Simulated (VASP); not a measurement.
# In (R-3m) in VASP: a series of runs, part 2 of 2

VASP 6.6.1. The steps go on from the part before.

### Step 4. Electric field gradients, PBE (28.00 Å³/atom)

This run uses another cell than the first one, of 28.00 Å³/atom.

INCAR

```
ALGO     = Normal         # electronic algorithm
EDIFF    = 1E-8           # SCF threshold, eV
ENCUT    = 520            # plane-wave cutoff, eV
GGA      = PE             # functional
ISIF     = 2              # what is computed and relaxed
ISMEAR   = -1             # smearing method
LASPH    = T              # aspherical terms in the spheres
LCHARG   = F              # write CHGCAR
LEFG     = T            
LREAL    = F              # projectors in reciprocal space
LWAVE    = F              # write WAVECAR
NBANDS   = 26             # bands
NELM     = 80             # most SCF steps
PREC     = Accurate       # precision mode
SIGMA    = 0.05           # smearing width, eV
```

KPOINTS

```
k-points
0
Gamma
  14 14 14
```

POSCAR

```
In
1.0
    1.7023831070      0.9828713451      8.3684347693
   -1.7023831070      0.9828713451      8.3684347693
    0.0000000000     -1.9657426902      8.3684347693
In
3
Direct
    0.0000000000      0.0000000000      0.0000000000
    0.7780122400      0.7780122400      0.7780122400
    0.2219877600      0.2219877600      0.2219877600
```

Potentials or basis: VASP PAW PBE potentials, release 64 (In_d).

Run with:

```sh
cat potpaw_PBE.64/In_d/POTCAR > POTCAR
mpirun -np 1 vasp_std > vasp.out
```

OUTCAR:

```text
EDIFF = 1E-8
   ENCUT = 520
   GGA = PE
   ISIF = 2
   ISMEAR = -1
   LASPH = T
   LREAL = F
   NELM = 80
   PREC = Accurate

 ion  position               nearest neighbor table
   1  0.000  0.000  0.000-   2 3.42   2 3.42   3 3.42   3 3.42   2 3.42   3 3.42
   2  0.778  0.778  0.778-   3 3.40   3 3.40   3 3.40   1 3.42   1 3.42   1 3.42
   3  0.222  0.222  0.222-   2 3.40   2 3.40   2 3.40   1 3.42   1 3.42   1 3.42

  LATTYP: Found a trigonal (rhomboedric) cell.
 ALAT       =     8.5962110730
 COS(alpha) =     0.9215612875

  Lattice vectors:

[... 915 lines left out ...]
  energy  without entropy=       -7.6557998762  energy(sigma->0) =       -7.66246344

 Electric field gradients (V/A^2)
---------------------------------------------------------------------
 ion       V_xx      V_yy      V_zz      V_xy      V_xz      V_yz
---------------------------------------------------------------------
   1      -1.278    -1.278     2.556     0.000    -0.000     0.000
   2       2.159     2.159    -4.319    -0.000     0.000    -0.000
   3       2.159     2.159    -4.319     0.000    -0.000    -0.000
---------------------------------------------------------------------

 Electric field gradients after diagonalization (V/A^2)
 (convention: |V_zz| > |V_xx| > |V_yy|)
----------------------------------------------------------------------
 ion       V_xx      V_yy      V_zz     asymmetry (V_yy - V_xx)/ V_zz
----------------------------------------------------------------------
   1      -1.278    -1.278     2.556       0.000
   2       2.159     2.159    -4.319       0.000
   3       2.159     2.159    -4.319       0.000
----------------------------------------------------------------------

           NMR quadrupolar parameters

 Cq : quadrupolar parameter    Cq=e*Q*V_zz/h
 eta: asymmetry parameters     (V_yy - V_xx)/ V_zz
 Q  : nuclear electric quadrupole moment in mb (millibarn)
----------------------------------------------------------------------
 ion       Cq(MHz)       eta       Q (mb)
----------------------------------------------------------------------
   1       0.006       0.000       1.000
   2      -0.010       0.000       1.000
   3      -0.010       0.000       1.000
----------------------------------------------------------------------
```

Wall time 42 min (1 thread of Intel Xeon Platinum 8259CL at 2.50GHz (Skylake/Cascade Lake), shared host); peak memory 0.83 GiB.

What came out:

- Free energy: -7.6691 eV
- Pressure: -0.5 GPa
- Band gap on the k mesh: zero (an odd number of electrons rules out a gap without spin polarisation)
- Largest electric field gradient by atom: In +2.6, -4.3 (each value once) V/Å²

Levels at points of the mesh, in eV from the Fermi level:
| k point | band 15 | band 16 | band 17 | band 18 | band 19 | band 20 | band 21 | band 22 | band 23 | band 24 |
| --- | --- | --- | --- | --- | --- | --- | --- | --- | --- | --- |
| (0.00, 0.00, 0.00) | -14.36 | -9.11 | -6.79 | -6.77 | 0.44 | 0.46 | 8.31 | 8.31 | 8.38 | 8.38 |
| (0.50, 0.00, 0.00) | -14.30 | -4.68 | -4.03 | -3.06 | -2.56 | -1.07 | -1.06 | 3.12 | 3.86 | 4.55 |
| (0.50, 0.50, 0.00) | -14.30 | -4.43 | -4.16 | -3.43 | -2.82 | -0.43 | -0.38 | 1.84 | 3.21 | 3.90 |
| (0.50, 0.50, 0.50) | -14.33 | -8.55 | -8.53 | -4.35 | -3.12 | 5.50 | 5.54 | 7.91 | 7.91 | 9.22 |

Electric field gradients, principal values (V/Å²):
| atom | least | middle | greatest (by size) |
| --- | --- | --- | --- |
| 1 In | -1.278 | -1.278 | 2.556 |
| 2 In | 2.159 | 2.159 | -4.319 |
| 3 In | 2.159 | 2.159 | -4.319 |

Caveat: without QUAD_EFG the Cq values of the log hold for a quadrupole moment of 1 mb, not for the nuclei; spin-orbit coupling is left out, which moves the levels of the heavy elements.

### Step 5. Electric field gradients, PBE (equal xx and yy strain of +3 %)

INCAR

```
SYSTEM = In
PREC = Accurate
ENCUT = 520
EDIFF = 1E-8
ISMEAR = -1
SIGMA = 0.05
LREAL = .False.
LASPH = .True.
NELM = 100
ALGO = Normal
ISIF = 2
LWAVE = .False.
LCHARG = .False.
GGA = PE
LEFG = .True.
NBANDS = 26
```

KPOINTS

```
Automatic mesh
0
Gamma
  14 14 14
  0 0 0
```

POSCAR

```
In
1.0
    1.7197259211      0.9928842235      8.2074632500
   -1.7197259211      0.9928842235      8.2074632500
    0.0000000000     -1.9857684470      8.2074632500
In
3
Direct
    0.0000000000      0.0000000000      0.0000000000
    0.7780122400      0.7780122400      0.7780122400
    0.2219877600      0.2219877600      0.2219877600
```

Potentials or basis: VASP PAW PBE potentials, release 64 (In_d).

Run with:

```sh
cat potpaw_PBE.64/In_d/POTCAR > POTCAR
mpirun -np 1 vasp_std > vasp.out
```

OUTCAR:

```text
SYSTEM = In
   PREC = Accurate
   ENCUT = 520
   EDIFF = 1E-8
   ISMEAR = -1
   LREAL = .False.
   LASPH = .True.
   NELM = 100
   ISIF = 2
   GGA = PE

 ion  position               nearest neighbor table
   1  0.000  0.000  0.000-   2 3.39   2 3.39   3 3.39   3 3.39   2 3.39   3 3.39
   2  0.778  0.778  0.778-   3 3.37   3 3.37   3 3.37   1 3.39   1 3.39   1 3.39
   3  0.222  0.222  0.222-   2 3.37   2 3.37   2 3.37   1 3.39   1 3.39   1 3.39

  LATTYP: Found a trigonal (rhomboedric) cell.
 ALAT       =     8.4442719831
 COS(alpha) =     0.9170485381

  Lattice vectors:

[... 914 lines left out ...]

  energy  without entropy=       -7.6522286011  energy(sigma->0) =       -7.65892231

 Electric field gradients (V/A^2)
---------------------------------------------------------------------
 ion       V_xx      V_yy      V_zz      V_xy      V_xz      V_yz
---------------------------------------------------------------------
   1       3.290     3.290    -6.580     0.000    -0.000     0.000
   2       6.908     6.908   -13.817    -0.000     0.000    -0.000
   3       6.908     6.908   -13.817    -0.000    -0.000    -0.000
---------------------------------------------------------------------

 Electric field gradients after diagonalization (V/A^2)
 (convention: |V_zz| > |V_xx| > |V_yy|)
----------------------------------------------------------------------
 ion       V_xx      V_yy      V_zz     asymmetry (V_yy - V_xx)/ V_zz
----------------------------------------------------------------------
   1       3.290     3.290    -6.580       0.000
   2       6.908     6.908   -13.817       0.000
   3       6.908     6.908   -13.817       0.000
----------------------------------------------------------------------

           NMR quadrupolar parameters

 Cq : quadrupolar parameter    Cq=e*Q*V_zz/h
 eta: asymmetry parameters     (V_yy - V_xx)/ V_zz
 Q  : nuclear electric quadrupole moment in mb (millibarn)
----------------------------------------------------------------------
 ion       Cq(MHz)       eta       Q (mb)
----------------------------------------------------------------------
   1      -0.016       0.000       1.000
   2      -0.033       0.000       1.000
   3      -0.033       0.000       1.000
----------------------------------------------------------------------
```

OSZICAR:

```text
N       E                     dE             d eps       ncg     rms          rms(c)
DAV:   1     0.347621360514E+03    0.34762E+03   -0.18772E+04 14976   0.200E+03
DAV:   2     0.224706599709E+02   -0.32515E+03   -0.32099E+03 14988   0.440E+02
DAV:   3    -0.665772445057E+01   -0.29128E+02   -0.28850E+02 17980   0.158E+02
DAV:   4    -0.767648709988E+01   -0.10188E+01   -0.10175E+01 17818   0.328E+01
DAV:   5    -0.773427200910E+01   -0.57785E-01   -0.57780E-01 23936   0.593E+00    0.347E+00
DAV:   6    -0.767700867423E+01    0.57263E-01   -0.12250E-01 19414   0.495E+00    0.169E+00
DAV:   7    -0.766617133687E+01    0.10837E-01   -0.38630E-02 19990   0.253E+00    0.371E-01
DAV:   8    -0.766557040255E+01    0.60093E-03   -0.27620E-03 17718   0.682E-01    0.460E-02
DAV:   9    -0.766560891319E+01   -0.38511E-04   -0.11122E-04 23318   0.101E-01    0.186E-02
DAV:  10    -0.766561480336E+01   -0.58902E-05   -0.14770E-05 19454   0.530E-02    0.762E-03
DAV:  11    -0.766561606832E+01   -0.12650E-05   -0.18893E-06 18274   0.175E-02    0.137E-03
DAV:  12    -0.766561611505E+01   -0.46733E-07   -0.10602E-07 21240   0.342E-03    0.102E-03
DAV:  13    -0.766561602112E+01    0.93929E-07   -0.55835E-09  9014   0.737E-04    0.963E-05
DAV:  14    -0.766561602054E+01    0.58026E-09   -0.22814E-09  8562   0.753E-04
   1 F= -.76656160E+01 E0= -.76589223E+01  d E =-.133874E-01
```

Run time: 37 min. Hardware: 1 thread of Oxide Virtual Turin-like, shared host; peak memory 0.82 GiB.

Results:

| Quantity | Value |
| --- | --- |
| Free energy | -7.6656 eV |
| Pressure | -0.5 GPa |
| Largest force | 0.005 eV/Å |
| Band gap on the k mesh | zero (an odd number of electrons rules out a gap without spin polarisation) |
| Largest electric field gradient by atom | In -6.6, -13.8 (each value once) V/Å² |

Forces in eV/Å, atoms in the order of the input:
```
In   0.000  0.000  0.000
In   0.000  0.000  0.005
In   0.000  0.000 -0.005
```

Stress tensor (GPa, compression positive):
```
-0.68  0.00  0.00
 0.00 -0.68  0.00
 0.00  0.00 -0.12
```

Electric field gradients, principal values (V/Å²):
```csv
atom,least,middle,greatest (by size)
1 In,3.290,3.290,-6.580
2 In,6.908,6.908,-13.817
3 In,6.908,6.908,-13.817
```

Caveat: the cell differs from its parent crystal (equal xx and yy strain of +3 %); without QUAD_EFG the Cq values of the log hold for a quadrupole moment of 1 mb, not for the nuclei; spin-orbit coupling is left out, which moves the levels of the heavy elements.

### Step 6. Overview

| cell | gap on the mesh (eV) | pressure (GPa) | largest force (eV/Å) |
| --- | --- | --- | --- |
| a = 8.403 Å, angles 22.8°, 3 atoms | none | 2.1 | 0.02 |
| a = 8.374 Å, angles 22.8°, 3 atoms | none | 2.6 | 0.02 |
| a = 8.596 Å, angles 22.8°, 3 atoms | none | -0.5 | - |
| a = 8.444 Å, angles 23.5°, 3 atoms | none | -0.5 | 0.01 |

Alike in all rows: task electric field gradients; level PBE; potentials or basis VASP PAW PBE potentials, release 64 (In_d); no spin polarisation; k mesh 14 × 14 × 14; cutoff (eV) 520; smearing fermi-dirac 0.05 eV.

Caveats: spin-orbit coupling is left out, which moves the levels of the heavy elements.

Total energies depend on the potentials used, so only differences within one code and one set of settings carry meaning.
